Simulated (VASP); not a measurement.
The system is Rb.

```
Rb
1.0
     7.89569    0.00000    0.00000
    -3.94784    6.83787    0.00000
     0.00000    0.00000    4.84006
Rb
3
Direct
  0.00000 0.00000 0.00000
  0.33333 0.66667 0.50000
  0.66667 0.33333 0.50000
```

This isn't the form of Rb at room conditions, which is bcc.

```yaml
Program: VASP 6.6.1
Task: relaxation of cell and atoms
Functional: PBE
Potentials_or_basis: VASP PAW PBE potentials, release 64 (Rb_sv)
Cutoff: 600 eV
k_mesh: 5 × 5 × 7
Occupations: fermi-dirac, width 0.1 eV
Spin: no spin polarisation
```

At the start: pressure 0.2 GPa; volume 87.10 Å³/atom.

Where does the relaxation end?

Over 7 steps the energy falls by 3.1 meV/atom and the volume is 91.94 Å³/atom (+5.6 %); space group P6/mmm (No. 191, to 0.1 Å) before and after.

Step by step:
```
step  energy change (eV)  largest force (eV/Å)  pressure (GPa)  volume (Å³)
   1              0.0000                0.0000            0.16       261.31
   2             -0.0036                0.0000            0.12       264.69
   3             -0.0089                0.0000            0.01       275.00
   4             -0.0090                0.0000           -0.01       276.59
   5             -0.0090                0.0000           -0.01       276.90
   6             -0.0092                0.0000           -0.01       276.64
   7             -0.0093                0.0000            0.00       275.83
```

Final structure:
```
CELL_PARAMETERS angstrom
8.11380 0.00000 0.00000
-4.05690 7.02675 0.00000
0.00000 0.00000 4.83802
ATOMIC_POSITIONS crystal
Rb 0.00000 0.00000 0.00000
Rb 0.33333 0.66667 0.50000
Rb 0.66667 0.33333 0.50000
```
